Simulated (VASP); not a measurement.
# Bi2Te2O3 (P-6m2) in VASP: further runs

The runs below take Bi2Te2O3 through single point, with PBE.

All numbers are computed with VASP 6.6.1; they aren't measurements. Logs are shortened: lines on timing, memory, paths and dates and some standing lists are left out, and cuts for length are marked.

## (1) The cell of the first run

It takes space group P-6m2 (No. 187, hexagonal). Conventional cell: a = 4.628 Å, b = 4.628 Å, c = 8.798 Å, α = 90.00°, β = 90.00°, γ = 120.00°. Bi (site symmetry 3m) has 3 Te at 2.97 Å and 3 O at 3.04 Å and 1 Bi at 3.21 Å within 3.9 Å. Within 3.6 Å of Te (site symmetry 3m) lie 6 O at 2.76 Å and 3 Bi at 2.97 Å and 1 Te at 2.99 Å. Within 2.7 Å of O (site symmetry mm2) lie 4 O at 2.06 to 2.56 Å.

## (2) Single point, PBE

Contents of INCAR:

```
SYSTEM = Bi2Te2O3
PREC = Accurate ; ENCUT = 520
EDIFF = 1E-6 ; ISMEAR = 0
SIGMA = 0.15 ; LREAL = .FALSE.
LASPH = .TRUE. ; NELM = 60
ALGO = Normal ; ISIF = 2
LWAVE = .FALSE. ; LCHARG = .FALSE.
GGA = PE ; NBANDS = 39
```

Contents of KPOINTS:

```
regular mesh
0
G
  3 3 1
  0 0 0
```

Contents of POSCAR:

```
Bi2Te2O3
1.0
    4.6275225482     -0.0000000032      0.0000000000
   -2.3137612713      4.0075520850      0.0000000000
    0.0000000000      0.0000000000      8.7980403786
Bi Te O
2 2 3
Direct
    0.3333333333      0.6666666667      0.3173401238
    0.3333333333      0.6666666667      0.6826598762
    0.6666666667      0.3333333333      0.8299907920
    0.6666666667      0.3333333333      0.1700092080
    0.1846150485      0.8153849515      0.0000000000
    0.1846150485      0.3692300970      0.0000000000
    0.6307699030      0.8153849515      0.0000000000
```

Potentials or basis: VASP PAW PBE potentials, release 64 (Bi_d, Te, O).

On the command line:

```console
$ cat potpaw_PBE.64/Bi_d/POTCAR potpaw_PBE.64/Te/POTCAR potpaw_PBE.64/O/POTCAR > POTCAR
$ mpirun -np 1 vasp_std > vasp.out
```

OUTCAR:

```text
SYSTEM = Bi2Te2O3
   PREC = Accurate
   ENCUT = 520
   EDIFF = 1E-6
   ISMEAR = 0
   LREAL = .FALSE.
   LASPH = .TRUE.
   NELM = 60
   ISIF = 2
   GGA = PE

 ion  position               nearest neighbor table
   1  0.333  0.667  0.317-   4 2.97   4 2.97   4 2.97   2 3.21
   2  0.333  0.667  0.683-   3 2.97   3 2.97   3 2.97   1 3.21
   3  0.667  0.333  0.830-   6 2.76   7 2.76   5 2.76   5 2.76   6 2.76   7 2.76   2 2.97   2 2.97
                             2 2.97   4 2.99
   4  0.667  0.333  0.170-   6 2.76   7 2.76   5 2.76   5 2.76   6 2.76   7 2.76   1 2.97   1 2.97
                             1 2.97   3 2.99
   5  0.185  0.815  0.000-   3 2.76   4 2.76   3 2.76   4 2.76
   6  0.185  0.369  0.000-   3 2.76   4 2.76   3 2.76   4 2.76
   7  0.631  0.815  0.000-   3 2.76   4 2.76   3 2.76   4 2.76

  LATTYP: Found a hexagonal cell.
 ALAT       =     4.6275225482
 C/A-ratio  =     1.9012420333

  Lattice vectors:

 A1 = (   4.6275225482,  -0.0000000032,   0.0000000000)
 A2 = (  -2.3137612713,   4.0075520850,   0.0000000000)
 A3 = (   0.0000000000,   0.0000000000,   8.7980403786)

Analysis of symmetry for initial positions (statically):
=====================================================================
 Subroutine PRICEL returns:
 Original cell was already a primitive cell.

 Routine SETGRP: Setting up the symmetry group for a
 hexagonal supercell.

 Subroutine GETGRP returns: Found 12 space group operations
 (whereof 12 operations were pure point group operations)
 out of a pool of 24 trial point group operations.

The static configuration has the point symmetry D_3h.

Analysis of symmetry for dynamics (positions and initial velocities):
=====================================================================
 Subroutine PRICEL returns:
 Original cell was already a primitive cell.

 Routine SETGRP: Setting up the symmetry group for a
 hexagonal supercell.

 Subroutine GETGRP returns: Found 12 space group operations
 (whereof 12 operations were pure point group operations)
 out of a pool of 24 trial point group operations.

The dynamic configuration has the point symmetry D_3h.

 Subroutine INISYM returns: Found 12 space group operations
 (whereof 12 operations are pure point group operations),
 and found     1 'primitive' translations

----------------------------------------------------------------------------------------

                                     Primitive cell

  volume of cell :     163.1600

  direct lattice vectors                    reciprocal lattice vectors
     4.627522548 -0.000000003  0.000000000     0.216098353  0.124764442  0.000000000
    -2.313761271  4.007552085  0.000000000     0.000000000  0.249528884  0.000000000
     0.000000000  0.000000000  8.798040379     0.000000000  0.000000000  0.113661674

  length of vectors
     4.627522548  4.627522548  8.798040379     0.249528884  0.249528884  0.113661674

  position of ions in fractional coordinates (direct lattice)
     0.333333333  0.666666667  0.317340124
     0.333333333  0.666666667  0.682659876
     0.666666667  0.333333333  0.829990792
     0.666666667  0.333333333  0.170009208
     0.184615048  0.815384952  0.000000000
     0.184615048  0.369230097  0.000000000
     0.630769903  0.815384952  0.000000000

  ion indices of the primitive-cell ions
   primitive index   ion index
                 1           1
                 2           2
                 3           3
                 4           4
                 5           5
                 6           6
                 7           7

----------------------------------------------------------------------------------------

 KPOINTS: regular mesh

Automatic generation of k-mesh.
 Grid dimensions read from file:
 generate k-points for:    3    3    1

 Generating k-lattice:

  Cartesian coordinates                     Fractional coordinates (reciprocal lattice)
     0.072032784  0.041588147  0.000000000     0.333333333  0.000000000  0.000000000
     0.000000000  0.083176295  0.000000000     0.000000000  0.333333333  0.000000000
     0.000000000  0.000000000  0.113661674     0.000000000  0.000000000  1.000000000

  Length of vectors
     0.083176295  0.083176295  0.113661674

  Shift w.r.t. Gamma in fractional coordinates (k-lattice)
     0.000000000  0.000000000  0.000000000

 Subroutine IBZKPT returns following result:
 ===========================================

 Found      3 irreducible k-points:

 Following reciprocal coordinates:
            Coordinates               Weight
  0.000000  0.000000  0.000000      1.000000
  0.333333 -0.000000  0.000000      6.000000
  0.333333  0.333333  0.000000      2.000000
   k-points           NKPTS =      3   k-points in BZ     NKDIM =      3   number of bands    NBANDS=     39
   number of dos      NEDOS =    301   number of ions     NIONS =      7
   total plane-waves  NPLWV =  90720
   dimension x,y,z NGX =    36 NGY =   36 NGZ =   70
   dimension x,y,z NGXF=    72 NGYF=   72 NGZF=  140
   ions per type =               2   2   3
   NGX,Y,Z   is equivalent  to a cutoff of  12.93, 12.93, 13.23 a.u.
   NGXF,Y,Z  is equivalent  to a cutoff of  25.87, 25.87, 26.45 a.u.
 SYSTEM =  Bi2Te2O3
   PREC   = accura    normal or accurate (medium, high low for compatibility)
   ISTART =      0    job   : 0-new  1-cont  2-samecut
   ICHARG =      2    charge: 1-file 2-atom 10-const
   ISPIN  =      1    spin polarized calculation?
   LNONCOLLINEAR =      F non collinear calculations
   LSORBIT =      F    spin-orbit coupling
   LASPH  =      T    aspherical Exc in radial PAW
   ENCUT  =  520.0 eV  38.22 Ry    6.18 a.u.   8.60  8.60 16.36*2*pi/ulx,y,z
   NELM   =     60;   NELMIN=  2; NELMDL= -5     # of ELM steps
   EDIFF  = 0.1E-05   stopping-criterion for ELM
   LREAL  =      F    real-space projection
   EDIFFG = 0.1E-04   stopping-criterion for IOM
   NSW    =      0    number of steps for IOM
   IBRION =     -1    ionic relax: 0-MD 1-quasi-New 2-CG
   NFREE  =      0    steps in history (QN), initial steepest desc. (CG)
   ISIF   =      2    stress and relaxation
   ISYM   =      2    0-nonsym 1-usesym 2-fastsym
   POTIM  = 0.5000    time-step for ionic-motion
   TEBEG  =    0.0;   TEEND  =   0.0 temperature during run
   PSTRESS=    0.0 pullay stress
   NELECT =      60.0000    total number of electrons
   NUPDOWN=      -1.0000    fix difference up-down
   EMIN   =  10.00;   EMAX   =-10.00  energy-range for DOS
   EFERMI =   0.00;   METHOD = LEGACY
   ISMEAR =     0;   SIGMA  =   0.15  broadening in eV -4-tet -1-fermi 0-gaus
   EFERMI_NEDOS =   21; number of points for ismear=-14 and -15
   IALGO  =     38    algorithm
   IMIX   =      4    mixing-type and parameters
     AMIX     =   0.40;   BMIX     =  1.00
     AMIX_MAG =   1.60;   BMIX_MAG =  1.00
  volume/ion in A,a.u.               =      23.31       157.29
  Fermi-wavevector in a.u.,A,eV,Ry     =   1.172881  2.216424 18.716859  1.375650
  Thomas-Fermi vector in A             =   2.309303
   LORBIT       =      0    0 simple, 1 ext, 2 COOP (PROOUT), +10 PAW based schemes
   GGA     = PE    functional components
   LHFCALC =     F    Hartree Fock is set to
   AEXX    =    0.0000 exact exchange contribution
   IVDW    =     0    specifies the selected vdW correction
   LEPSILON=     F    determine dielectric tensor
   LRPA    =     F    only Hartree local field effects (RPA)
 non-spin polarized calculation
 Gauss-broadening in eV      SIGMA  =   0.15
  energy-cutoff  :      520.00
  volume of cell :      163.16
 maximum number of plane-waves:      4415
 NGX is ok and might be reduce to    36
   NGX = 17   NGY = 17   NGZ = 33

 number of electron      59.9999993 magnetization

 Free energy of the ion-electron system (eV)
  ---------------------------------------------------
  ext. energy  EPLUGINS =         0.00000000
  ---------------------------------------------------
  free energy    TOTEN  =       -25.03011785 eV

  energy without entropy =      -24.99604476  energy(sigma->0) =      -25.01308130

 E-fermi :   5.5922     XC(G=0):  -9.4859

 val. band max:        4.9814701397   @ k =   0.3333  -0.0000   0.0000
 cond. band min:       5.6171999490   @ k =   0.0000   0.0000   0.0000
 fundamental gap:      0.6357298092
 Fermi energy:         5.5921844116

 k-point     1 :       0.0000    0.0000    0.0000
  band No.  band energies     occupation
      1     -17.3702      2.00000
      2     -17.3265      2.00000
      3     -17.3265      2.00000
      4     -17.2984      2.00000
      5     -17.2984      2.00000
      6     -17.2899      2.00000
[... 31 lines left out ...]
     38       8.6845      0.00000
     39      10.2086      0.00000

 k-point     2 :       0.3333   -0.0000    0.0000
  band No.  band energies     occupation
      1     -17.3665      2.00000
      2     -17.3337      2.00000
      3     -17.3262      2.00000
      4     -17.3039      2.00000
      5     -17.2932      2.00000
      6     -17.2908      2.00000
[... 31 lines left out ...]
     38       9.6593      0.00000
     39      10.4331      0.00000

 k-point     3 :       0.3333    0.3333    0.0000
  band No.  band energies     occupation
      1     -17.3643      2.00000
      2     -17.3357      2.00000
      3     -17.3278      2.00000
      4     -17.3045      2.00000
      5     -17.2928      2.00000
      6     -17.2882      2.00000
[... 31 lines left out ...]
     38       9.5553      0.00000
     39      10.7119      0.00000

------------------------ aborting loop because EDIFF is reached ----------------------------------------

  FORCE on cell =-STRESS in cart. coord.  units (eV):
  Direction    XX          YY          ZZ          XY          YZ          ZX
  --------------------------------------------------------------------------------------
  -------------------------------------------------------------------------------------
  Total        0.2658448      0.2658448      0.1244088      0.0000000      0.0000000      0.0000000
  in kB        2.6105081      2.6105081      1.2216533      0.0000000      0.0000000      0.0000000
  external PRESSURE =       2.1475565 kB  Pullay stress =       0.0000000 kB

 VOLUME and BASIS-vectors are now :
 -----------------------------------------------------------------------------
  energy-cutoff  :      520.00
  volume of cell :      163.16
      direct lattice vectors                 reciprocal lattice vectors
     4.627522548 -0.000000003  0.000000000     0.216098353  0.124764442  0.000000000
    -2.313761271  4.007552085  0.000000000     0.000000000  0.249528884  0.000000000
     0.000000000  0.000000000  8.798040379     0.000000000  0.000000000  0.113661674

 POSITION                                       TOTAL-FORCE (eV/Angst)
 -----------------------------------------------------------------------------------
      0.00000      2.67170      2.79197        -0.000000      0.000000     -0.028762
      0.00000      2.67170      6.00607        -0.000000      0.000000      0.028762
      2.31376      1.33585      7.30229         0.000000      0.000000     -0.036212
      2.31376      1.33585      1.49575         0.000000      0.000000      0.036212
     -1.03230      3.26770      0.00000         0.009737     -0.005621      0.000000
      0.00000      1.47971      0.00000         0.000000      0.011243     -0.000000
      1.03230      3.26770      0.00000        -0.009737     -0.005621      0.000000
 -----------------------------------------------------------------------------------
    total drift:                                0.000001     -0.000001     -0.000000

  FREE ENERGIE OF THE ION-ELECTRON SYSTEM (eV)
  ---------------------------------------------------
  free  energy   TOTEN  =       -25.0301178469 eV

  energy  without entropy=      -24.9960447616  energy(sigma->0) =      -25.01308130
```

It took 55 s on 1 thread of AMD EPYC 7R43 (Zen 3), shared host; peak memory 0.24 GiB.

Results:

```yaml
Free_energy: -25.0301 eV
Pressure: 0.2 GPa
Largest_force: 0.036 eV/Å
```

Forces in eV/Å, atoms in the order of the input:
```
Bi   0.000  0.000 -0.029
Bi   0.000  0.000  0.029
Te   0.000  0.000 -0.036
Te   0.000  0.000  0.036
O    0.010 -0.006  0.000
O    0.000  0.011  0.000
O   -0.010 -0.006  0.000
```

Levels at points of the mesh, in eV from the Fermi level:
| k point | band 27 | band 28 | band 29 | band 30 | band 31 | band 32 | band 33 | band 34 |
| --- | --- | --- | --- | --- | --- | --- | --- | --- |
| (0.00, 0.00, 0.00) | -1.46 | -1.46 | -1.38 | 0.03 | 0.75 | 0.75 | 1.45 | 1.51 |

Caveat: the k points lie up to 0.71 Å⁻¹ apart; spin-orbit coupling is left out, which moves the levels of the heavy elements.

## (3) Single point, PBE

This run uses another cell than the first one, of 21.85 Å³/atom, 0.937 times its volume.

Contents of INCAR:

```
SYSTEM = Bi2Te2O3
ALGO = Normal
EDIFF = 1E-6
ENCUT = 520
GGA = PE
ISIF = 2
ISMEAR = 0
LASPH = .True.
LCHARG = .False.
LREAL = .False.
LWAVE = .False.
NBANDS = 39
NELM = 60
PREC = Accurate
SIGMA = 0.15
```

Contents of KPOINTS:

```
k-points
0
Gamma
  3 3 2
  0 0 0
```

Contents of POSCAR:

```
Bi2Te2O3
1.0
    4.5371975911     -0.0000000026      0.0000000000
   -2.2685987933      3.9293283771      0.0000000000
    0.0000000000      0.0000000000      8.5796260220
Bi Te O
2 2 3
Direct
    0.3333333333      0.6666666667      0.7607389961
    0.3333333333      0.6666666667      0.2392610039
    0.0000000000      0.0000000000      0.0000000000
    0.0000000000      0.0000000000      0.5000000000
    0.6666666667      0.3333333333      0.4129184956
    0.6666666667      0.3333333333      0.5870815044
    0.3333333333      0.6666666667      0.5000000000
```

Potentials or basis: VASP PAW PBE potentials, release 64 (Bi_d, Te, O).

On the command line:

```console
$ cat potpaw_PBE.64/Bi_d/POTCAR potpaw_PBE.64/Te/POTCAR potpaw_PBE.64/O/POTCAR > POTCAR
$ mpirun -np 1 vasp_std > vasp.out
```

Run time: 73 s. Hardware: 1 thread of AMD EPYC 7R43 (Zen 3), shared host; peak memory 0.24 GiB.

Results (log left out):

```yaml
Free_energy: -28.1824 eV
Pressure: 0.0 GPa
Largest_force: 0.122 eV/Å
Band_gap_on_the_k_mesh: zero (band 30 reaches 7.09 eV, above the bottom of band 31 at 6.68 eV)
```

Forces in eV/Å, atoms in the order of the input:
```
Bi   0.000  0.000 -0.015
Bi   0.000  0.000  0.015
Te   0.000  0.000  0.000
Te   0.000  0.000  0.000
O    0.000  0.000 -0.122
O    0.000  0.000  0.122
O    0.000  0.000  0.000
```

Stress tensor (GPa, compression positive):
```
-0.37  0.00  0.00
 0.00 -0.37  0.00
 0.00  0.00  0.63
```

Levels at points of the mesh, in eV from the Fermi level:
```tsv
k point	band 28	band 29	band 30	band 31	band 32	band 33
(0.00, 0.00, 0.00)	-1.84	-0.87	0.24	0.33	0.33	0.73
(0.00, 0.00, 0.50)	-1.73	-1.73	0.41	0.41	0.86	0.86
```

Caveat: the k points lie up to 0.53 Å⁻¹ apart; spin-orbit coupling is left out, which moves the levels of the heavy elements.
